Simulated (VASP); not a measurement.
# Ga (Pm-3m) in VASP: a series of runs

Aim: see how the results for Ga move with the level of theory and the settings. Levels: PBE0, PBEsol-based global hybrid with 25 % exact exchange, B3LYP. Tasks: relaxation of cell and atoms.

Program: VASP 6.6.1. These are calculated values, not measurements. Logs are shortened: lines on timing, memory, paths and dates and some standing lists are left out, and cuts for length are marked.

## Step 1: The cell of the first run

It takes space group Pm-3m (No. 221, cubic). The conventional cell has a = 2.716 Å, b = 2.716 Å, c = 2.716 Å, α = 90.00°, β = 90.00°, γ = 90.00°. Ga (site symmetry m-3m) has 6 Ga at 2.72 Å within 3.6 Å.

This isn't the form of Ga at room conditions, which is orthorhombic.

## Step 2: Relaxation of cell and atoms, PBE0

Input file POSCAR:

```
Ga
1.0
    2.7164800000      0.0000000000      0.0000000000
    0.0000000000      2.7164800000      0.0000000000
    0.0000000000      0.0000000000      2.7164800000
Ga
1
Direct
    0.0000000000      0.0000000000      0.0000000000
```

Input file INCAR.step1:

```
  PREC = Accurate
  ENCUT = 600
  EDIFF = 1E-5
  ISMEAR = -1
  SIGMA = 0.05
  LREAL = False
  LASPH = True
  NELM = 80
  ALGO = Normal
  LWAVE = True
  LCHARG = False
  GGA = PE
  NBANDS = 12
```

Input file INCAR.step2:

```
  PREC = Accurate
  ENCUT = 600
  EDIFF = 1E-7
  ISMEAR = -1
  SIGMA = 0.05
  LREAL = False
  LASPH = True
  NELM = 80
  ALGO = Normal
  ISIF = 3
  LWAVE = False
  LCHARG = False
  GGA = PE
  LHFCALC = True
  AEXX = 0.25
  PRECFOCK = Normal
  IBRION = 2
  NSW = 60
  EDIFFG = -0.01
  ISTART = 1
```

Input file KPOINTS:

```
Automatic mesh
0
Gamma
  5 5 5
```

Potentials or basis: VASP PAW PBE potentials, release 64 (Ga_d).

On the command line:

```
> cat potpaw_PBE.64/Ga_d/POTCAR > POTCAR
> cp INCAR.step1 INCAR
> mpirun -np 1 vasp_std > vasp.out
> cp INCAR.step2 INCAR
> mpirun -np 1 vasp_std > vasp.out
```

OUTCAR:

```text
PREC = Accurate
   ENCUT = 600
   EDIFF = 1E-7
   ISMEAR = -1
   LREAL = False
   LASPH = True
   NELM = 80
   ISIF = 3
   GGA = PE
   LHFCALC = True
   AEXX = 0.25
   PRECFOCK = Normal
   IBRION = 2
   NSW = 60
   EDIFFG = -0.01
   ISTART = 1

 ion  position               nearest neighbor table
   1  0.000  0.000  0.000-

  LATTYP: Found a simple cubic cell.
 ALAT       =     2.7164800000

  Lattice vectors:

 A1 = (   2.7164800000,   0.0000000000,   0.0000000000)
 A2 = (   0.0000000000,   2.7164800000,   0.0000000000)
 A3 = (   0.0000000000,   0.0000000000,   2.7164800000)

Analysis of symmetry for initial positions (statically):
=====================================================================
 Subroutine PRICEL returns:
 Original cell was already a primitive cell.

 Routine SETGRP: Setting up the symmetry group for a
 simple cubic supercell.

 Subroutine GETGRP returns: Found 48 space group operations
 (whereof 48 operations were pure point group operations)
 out of a pool of 48 trial point group operations.

The static configuration has the point symmetry O_h .

Analysis of symmetry for dynamics (positions and initial velocities):
=====================================================================
 Subroutine PRICEL returns:
 Original cell was already a primitive cell.

 Routine SETGRP: Setting up the symmetry group for a
 simple cubic supercell.

 Subroutine GETGRP returns: Found 48 space group operations
 (whereof 48 operations were pure point group operations)
 out of a pool of 48 trial point group operations.

The dynamic configuration has the point symmetry O_h .

 Subroutine INISYM returns: Found 48 space group operations
 (whereof 48 operations are pure point group operations),
 and found     1 'primitive' translations

----------------------------------------------------------------------------------------

                                     Primitive cell

  volume of cell :      20.0456

  direct lattice vectors                    reciprocal lattice vectors
[... 135 lines left out ...]
  Total       -0.2186153     -0.2186153     -0.2186153     -0.0000000     -0.0000000      0.0000000
  in kB      -17.4731690    -17.4731690    -17.4731690     -0.0000000     -0.0000000      0.0000000
  external PRESSURE =     -17.4731690 kB  Pullay stress =       0.0000000 kB

 VOLUME and BASIS-vectors are now :
 -----------------------------------------------------------------------------
  energy-cutoff  :      600.00
  volume of cell :       20.05
      direct lattice vectors                 reciprocal lattice vectors
     2.716480000  0.000000000  0.000000000     0.368123454  0.000000000  0.000000000
     0.000000000  2.716480000  0.000000000     0.000000000  0.368123454  0.000000000
     0.000000000  0.000000000  2.716480000     0.000000000  0.000000000  0.368123454

 POSITION                                       TOTAL-FORCE (eV/Angst)
 -----------------------------------------------------------------------------------
      0.00000      0.00000      0.00000         0.000000      0.000000      0.000000
 -----------------------------------------------------------------------------------
    total drift:                               -0.000000     -0.000000      0.000000

  FREE ENERGIE OF THE ION-ELECTRON SYSTEM (eV)
  ---------------------------------------------------
  free  energy   TOTEN  =        -3.5446581926 eV

  energy  without entropy=       -3.5388632750  energy(sigma->0) =       -3.54176073

--------------------------------------- Ionic step        2  -------------------------------------------

 number of electron      13.0000007 magnetization

 Free energy of the ion-electron system (eV)
  ---------------------------------------------------
  ext. energy  EPLUGINS =         0.00000000
  ---------------------------------------------------
  free energy    TOTEN  =        -3.54850026 eV

  energy without entropy =       -3.54270535  energy(sigma->0) =       -3.54560281

 E-fermi :   4.6531     XC(G=0):  -8.5073

 val. band max:        4.6087068649   @ k =   0.4000   0.4000   0.0000
 cond. band min:       6.0192417945   @ k =   0.4000   0.4000   0.2000
 fundamental gap:      1.4105349297
 Fermi energy:         4.6530720247

 k-point     1 :       0.0000    0.0000    0.0000
  band No.  band energies     occupation
      1     -13.4731      2.00000
      2     -13.4731      2.00000
      3     -12.9246      2.00000
      4     -12.9246      2.00000
      5     -12.9246      2.00000
      6      -7.6472      2.00000
      7      15.4595      0.00000
      8      15.4595      0.00000
      9      15.4595      0.00000
     10      18.1943      0.00000
[... 105 lines left out ...]
 k-point    10 :       0.4000    0.4000    0.4000
  band No.  band energies     occupation
      1     -13.2539      2.00000
      2     -13.2430      2.00000
      3     -13.2430      2.00000
      4     -12.8380      2.00000
      5     -12.8380      2.00000
      6       3.5006      2.00000
      7       8.3641      0.00000
      8       8.3641      0.00000
      9      11.3866      0.00000
     10      15.1470      0.00000

------------------------ aborting loop because EDIFF is reached ----------------------------------------

  FORCE on cell =-STRESS in cart. coord.  units (eV):
  Direction    XX          YY          ZZ          XY          YZ          ZX
  --------------------------------------------------------------------------------------
  -------------------------------------------------------------------------------------
  Total       -0.0087475     -0.0087475     -0.0087475     -0.0000000      0.0000000     -0.0000000
  in kB       -0.7217548     -0.7217548     -0.7217548     -0.0000000      0.0000000     -0.0000000
  external PRESSURE =      -0.7217548 kB  Pullay stress =       0.0000000 kB

 VOLUME and BASIS-vectors are now :
 -----------------------------------------------------------------------------
  energy-cutoff  :      600.00
  volume of cell :       19.42
      direct lattice vectors                 reciprocal lattice vectors
     2.687830415 -0.000000000  0.000000000     0.372047282  0.000000000  0.000000000
    -0.000000000  2.687830415  0.000000000     0.000000000  0.372047282  0.000000000
    -0.000000000 -0.000000000  2.687830415    -0.000000000 -0.000000000  0.372047282

 POSITION                                       TOTAL-FORCE (eV/Angst)
 -----------------------------------------------------------------------------------
      0.00000      0.00000      0.00000        -0.000000     -0.000000      0.000000
 -----------------------------------------------------------------------------------
    total drift:                                0.000000      0.000000     -0.000000

  FREE ENERGIE OF THE ION-ELECTRON SYSTEM (eV)
  ---------------------------------------------------
  free  energy   TOTEN  =        -3.5485002643 eV

  energy  without entropy=       -3.5427053466  energy(sigma->0) =       -3.54560281

 reached required accuracy - stopping structural energy minimisation
```

OSZICAR.step1:

```text
N       E                     dE             d eps       ncg     rms          rms(c)
DAV:   1     0.497932067099E+02    0.49793E+02   -0.69849E+03   256   0.199E+03
DAV:   2    -0.281795309636E+00   -0.50075E+02   -0.47284E+02   248   0.277E+02
DAV:   3    -0.284940940611E+01   -0.25676E+01   -0.25623E+01   288   0.504E+01
DAV:   4    -0.287931162632E+01   -0.29902E-01   -0.29898E-01   272   0.557E+00
DAV:   5    -0.287957895423E+01   -0.26733E-03   -0.26732E-03   292   0.522E-01    0.899E-01
DAV:   6    -0.285998297200E+01    0.19596E-01   -0.39928E-02   296   0.388E+00    0.448E-01
DAV:   7    -0.285732278262E+01    0.26602E-02   -0.79965E-03   312   0.137E+00    0.131E-01
DAV:   8    -0.285706313370E+01    0.25965E-03   -0.81055E-04   296   0.471E-01    0.146E-02
DAV:   9    -0.285707142278E+01   -0.82891E-05   -0.12941E-05   212   0.394E-02
   1 F= -.28570714E+01 E0= -.28541739E+01  d E =-.579502E-02
```

Run time: 19 min. Hardware: 1 thread of AMD EPYC 9755, shared host; peak memory 0.13 GiB.

What came out:

```
Free energy                           : -3.5485 eV
Relaxed volume                        : 19.42 Å³/atom
Relaxed cell                          : a = 2.688 Å, b = 2.688 Å, c = 2.688 Å, α = 90.00°, β = 90.00°, γ = 90.00°
Space group after relaxing (to 0.1 Å) : Pm-3m (No. 221)
Energy gained by relaxing             : 3.8 meV/atom
Ionic steps                           : 2
Pressure after relaxing               : -0.1 GPa
Band gap on the k mesh                : zero (an odd number of electrons rules out a gap without spin polarisation)
```

Step by step:
```
step  energy change (eV)  largest force (eV/Å)  pressure (GPa)  volume (Å³)
   1              0.0000                0.0000           -1.75        20.05
   2             -0.0038                0.0000           -0.07        19.42
```

Final structure:
```
CELL_PARAMETERS angstrom
2.68783 0.00000 0.00000
0.00000 2.68783 0.00000
0.00000 0.00000 2.68783
ATOMIC_POSITIONS crystal
Ga 0.00000 0.00000 0.00000
```

Caveat: the k points lie up to 0.47 Å⁻¹ apart in the final cell, too coarse for converged energies and pressures of a metal; the PAW data sets were made with another functional, which shifts forces and pressure a little.

## Step 3: Relaxation of cell and atoms, PBEsol-based global hybrid with 25 % exact exchange

POSCAR is that of step 2.

Input file INCAR.step1:

```
SYSTEM = Ga
PREC = Accurate
ENCUT = 600
EDIFF = 1E-5
ISMEAR = -1
SIGMA = 0.05
LREAL = .False.
LASPH = .True.
NELM = 80
ALGO = Normal
LWAVE = .True.
LCHARG = .False.
GGA = PE
NBANDS = 12
```

Input file INCAR.step2:

```
SYSTEM = Ga
PREC = Accurate
ENCUT = 600
EDIFF = 1E-7
ISMEAR = -1
SIGMA = 0.05
LREAL = .False.
LASPH = .True.
NELM = 80
ALGO = Normal
ISIF = 3
LWAVE = .False.
LCHARG = .False.
GGA = PS
LHFCALC = .True.
AEXX = 0.25
PRECFOCK = Normal
IBRION = 2
NSW = 60
EDIFFG = -0.01
ISTART = 1
```

Input file KPOINTS:

```
regular mesh
0
Gamma
  5 5 5
  0 0 0
```

Potentials or basis: VASP PAW PBE potentials, release 64 (Ga_d).

On the command line:

```
> cat potpaw_PBE.64/Ga_d/POTCAR > POTCAR
> cp INCAR.step1 INCAR
> mpirun -np 1 vasp_std > vasp.out
> cp INCAR.step2 INCAR
> mpirun -np 1 vasp_std > vasp.out
```

Wall time 20 min (1 thread of AMD EPYC 9755, shared host); peak memory 0.13 GiB.

The run converged. Its results:

| Quantity | Value |
| --- | --- |
| Free energy | -3.8541 eV |
| Relaxed volume | 18.65 Å³/atom |
| Relaxed cell | a = 2.652 Å, b = 2.652 Å, c = 2.652 Å, α = 90.00°, β = 90.00°, γ = 90.00° |
| Space group after relaxing (to 0.1 Å) | Pm-3m (No. 221) |
| Energy gained by relaxing | 19.1 meV/atom |
| Ionic steps | 2 |
| Pressure after relaxing | -0.1 GPa |
| Band gap on the k mesh | zero (an odd number of electrons rules out a gap without spin polarisation) |

Step by step:
```csv
step,energy change (eV),largest force (eV/Å),pressure (GPa),volume (Å³)
1,0.0000,0.0000,-3.94,20.05
2,-0.0191,0.0000,-0.06,18.65
```

Final structure:
```
Ga
1.0
     2.65180    0.00000    0.00000
     0.00000    2.65180    0.00000
     0.00000    0.00000    2.65180
Ga
1
Direct
  0.00000 0.00000 0.00000
```

Levels at points of the mesh, in eV from the Fermi level:
```
           k point  band 3  band 4  band 5  band 6  band 7  band 8  band 9  band 10
(0.00, 0.00, 0.00)  -17.48  -17.48  -17.48  -12.57   11.14   11.14   11.14    13.91
```

Caveat: the k points lie up to 0.47 Å⁻¹ apart in the final cell, too coarse for converged energies and pressures of a metal; the PAW data sets were made with another functional, which shifts forces and pressure a little.

## Step 4: Relaxation of cell and atoms, B3LYP

POSCAR is that of step 3.

Input file INCAR.step1:

```
SYSTEM = Ga
PREC = Accurate ; ENCUT = 600
EDIFF = 1E-5 ; ISMEAR = -1
SIGMA = 0.05 ; LREAL = .False.
LASPH = .True. ; NELM = 80
ALGO = Normal ; LWAVE = .True.
LCHARG = .False. ; GGA = PE
NBANDS = 12
```

Input file INCAR.step2:

```
SYSTEM = Ga
PREC = Accurate ; ENCUT = 600
EDIFF = 1E-6 ; ISMEAR = -1
SIGMA = 0.05 ; LREAL = .False.
LASPH = .True. ; NELM = 80
ALGO = Normal ; ISIF = 3
LWAVE = .False. ; LCHARG = .False.
GGA = B3 ; LHFCALC = .True.
AEXX = 0.2 ; AGGAX = 0.72
AGGAC = 0.81 ; ALDAC = 0.19
PRECFOCK = Normal ; IBRION = 2
NSW = 60 ; EDIFFG = -0.01
ISTART = 1
```

Input file KPOINTS:

```
Automatic mesh
0
Gamma
  5 5 5
  0 0 0
```

Potentials or basis: VASP PAW PBE potentials, release 64 (Ga_d).

On the command line:

```
> cat potpaw_PBE.64/Ga_d/POTCAR > POTCAR
> cp INCAR.step1 INCAR
> mpirun -np 1 vasp_std > vasp.out
> cp INCAR.step2 INCAR
> mpirun -np 1 vasp_std > vasp.out
```

OUTCAR:

```text
SYSTEM = Ga
   PREC = Accurate
   ENCUT = 600
   EDIFF = 1E-6
   ISMEAR = -1
   LREAL = .False.
   LASPH = .True.
   NELM = 80
   ISIF = 3
   GGA = B3
   LHFCALC = .True.
   AEXX = 0.2
   PRECFOCK = Normal
   IBRION = 2
   NSW = 60
   EDIFFG = -0.01
   ISTART = 1

 ion  position               nearest neighbor table
   1  0.000  0.000  0.000-

  LATTYP: Found a simple cubic cell.
 ALAT       =     2.7164800000

  Lattice vectors:

 A1 = (   2.7164800000,   0.0000000000,   0.0000000000)
 A2 = (   0.0000000000,   2.7164800000,   0.0000000000)
 A3 = (   0.0000000000,   0.0000000000,   2.7164800000)

[... 172 lines left out ...]
  --------------------------------------------------------------------------------------
  -------------------------------------------------------------------------------------
  Total        0.2619114      0.2619114      0.2619114      0.0000000      0.0000000     -0.0000000
  in kB       20.9336730     20.9336730     20.9336730      0.0000000      0.0000000     -0.0000000
  external PRESSURE =      20.9336730 kB  Pullay stress =       0.0000000 kB
[... 92 lines left out ...]
--------------------------------------- Ionic step        4  -------------------------------------------

 number of electron      13.0000000 magnetization

 Free energy of the ion-electron system (eV)
  ---------------------------------------------------
  ext. energy  EPLUGINS =         0.00000000
  ---------------------------------------------------
  free energy    TOTEN  =        -2.75373971 eV

  energy without entropy =       -2.74794479  energy(sigma->0) =       -2.75084225

 E-fermi :   4.3986     XC(G=0):  -8.2934

 val. band max:        4.3542416392   @ k =   0.4000   0.4000   0.0000
 cond. band min:       5.5594473902   @ k =   0.4000   0.4000   0.2000
 fundamental gap:      1.2052057510
 Fermi energy:         4.3986067991

 k-point     1 :       0.0000    0.0000    0.0000
  band No.  band energies     occupation
      1     -13.2147      2.00000
      2     -13.2147      2.00000
      3     -12.7561      2.00000
      4     -12.7561      2.00000
      5     -12.7561      2.00000
      6      -7.1129      2.00000
      7      14.1448      0.00000
      8      14.1448      0.00000
      9      14.1448      0.00000
     10      17.2276      0.00000
[... 143 lines left out ...]
  FREE ENERGIE OF THE ION-ELECTRON SYSTEM (eV)
  ---------------------------------------------------
  free  energy   TOTEN  =        -2.7537397103 eV

  energy  without entropy=       -2.7479447925  energy(sigma->0) =       -2.75084225

 reached required accuracy - stopping structural energy minimisation
```

OUTCAR.step1:

```text
SYSTEM = Ga
   PREC = Accurate
   ENCUT = 600
   EDIFF = 1E-5
   ISMEAR = -1
   LREAL = .False.
[... 350 lines left out ...]
 -----------------------------------------------------------------------------------
      0.00000      0.00000      0.00000         0.000000      0.000000      0.000000
 -----------------------------------------------------------------------------------
    total drift:                               -0.000000     -0.000000      0.000000

  FREE ENERGIE OF THE ION-ELECTRON SYSTEM (eV)
  ---------------------------------------------------
  free  energy   TOTEN  =        -2.8570714228 eV

  energy  without entropy=       -2.8512764065  energy(sigma->0) =       -2.85417391
```

Run time: 27 min. Hardware: 1 thread of AMD EPYC 9755, shared host; peak memory 0.12 GiB.

What came out:

```
Free energy                           : -2.7537 eV
Relaxed volume                        : 21.00 Å³/atom
Relaxed cell                          : a = 2.759 Å, b = 2.759 Å, c = 2.759 Å, α = 90.00°, β = 90.00°, γ = 90.00°
Space group after relaxing (to 0.1 Å) : Pm-3m (No. 221)
Energy gained by relaxing             : 6.9 meV/atom
Ionic steps                           : 4
Pressure after relaxing               : 0.0 GPa
Band gap on the k mesh                : zero (an odd number of electrons rules out a gap without spin polarisation)
```

Step by step:
```tsv
step	energy change (eV)	largest force (eV/Å)	pressure (GPa)	volume (Å³)
1	0.0000	0.0000	2.09	20.05
2	-0.0065	0.0000	0.39	20.82
3	-0.0068	0.0000	0.12	20.94
4	-0.0069	0.0000	-0.03	21.00
```

Final structure:
```xyz
1
Lattice="2.7587 0.0000 0.0000 0.0000 2.7587 0.0000 0.0000 0.0000 2.7587" Properties=species:S:1:pos:R:3 pbc="T T T"
Ga    0.0000    0.0000    0.0000
```

Levels at points of the mesh, in eV from the Fermi level:
```tsv
k point	band 3	band 4	band 5	band 6	band 7	band 8	band 9	band 10
(0.00, 0.00, 0.00)	-17.15	-17.15	-17.15	-11.51	9.75	9.75	9.75	12.83
```

Caveat: the k points lie up to 0.46 Å⁻¹ apart in the final cell, too coarse for converged energies and pressures of a metal; the PAW data sets were made with another functional, which shifts forces and pressure a little.

## Step 5: Overview

| level | share of exact exchange | gap on the mesh (eV) | pressure (GPa) | relaxed volume (Å³/atom) |
| --- | --- | --- | --- | --- |
| PBE0 | 0.25 | none | -0.1 | 19.42 |
| PBEsol-based global hybrid with 25 % exact exchange | 0.25 | none | -0.1 | 18.65 |
| B3LYP | 0.2 | none | 0.0 | 21.00 |

Alike in all rows: task relaxation of cell and atoms; potentials or basis VASP PAW PBE potentials, release 64 (Ga_d); no spin polarisation; cell relaxed; k mesh 5 × 5 × 5; cutoff (eV) 600; smearing fermi-dirac 0.05 eV.

Caveats: all runs use coarse meshes; the PAW data sets were made with another functional, which shifts forces and pressure a little.

Absolute energies hang on the potentials; compare differences alone.

The gap in the log of VASP goes by the Fermi energy; the results here count the filled bands.